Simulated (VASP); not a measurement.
A run of VASP 6.6.1 is set up as follows.

The input INCAR:

```
SYSTEM = NiO
PREC = Accurate
ENCUT = 700
EDIFF = 1E-6
ISMEAR = -1
SIGMA = 0.05
LREAL = .FALSE.
LASPH = .TRUE.
NELM = 200
ALGO = Normal
ISIF = 2
LWAVE = .FALSE.
LCHARG = .FALSE.
ISPIN = 2
MAGMOM = 1 0
LORBIT = 11
LMAXMIX = 4
LDAU = .TRUE.
LDAUTYPE = 2
LDAUL = 2 -1
LDAUU = 6 0
LDAUJ = 0 0
LDAUPRINT = 1
GGA = PE
NBANDS = 23
GGA_COMPAT = .FALSE.
```

File KPOINTS:

```
Automatic mesh
0
G
  11 11 11
  0 0 0
```

POSCAR

```
NiO
1.0
    0.0000000000      2.0913095100      2.0913095100
    2.0913095100      0.0000000000      2.0913095100
    2.0913095100      2.0913095100      0.0000000000
Ni O
1 1
Direct
    0.0000000000      0.0000000000      0.0000000000
    0.5000000000      0.5000000000      0.5000000000
```

Potentials or basis: VASP PAW PBE potentials, release 64 (Ni_sv_GW, O).

Launch:

```console
$ cat potpaw_PBE.64/Ni_sv_GW/POTCAR potpaw_PBE.64/O/POTCAR > POTCAR
$ mpirun -np 1 vasp_std > vasp.out
```

(1) Estimate the band gap on the k mesh.

(2) What does it give for the site moments?

(3) Estimate the net moment.

(4) What does it give for the pressure?

Results:

(1) 2.32 eV (least direct gap 3.31 eV).

(2) Ni +1.79; O +0.18 μB.

(3) 2.00 μB per cell.

(4) 9.7 GPa.

Caveat: the cell stands under pressure; an odd mesh through Γ misses points on the zone boundary, where band edges can lie; a cell with one magnetic atom can't hold antiferromagnetic order, which such compounds often take.
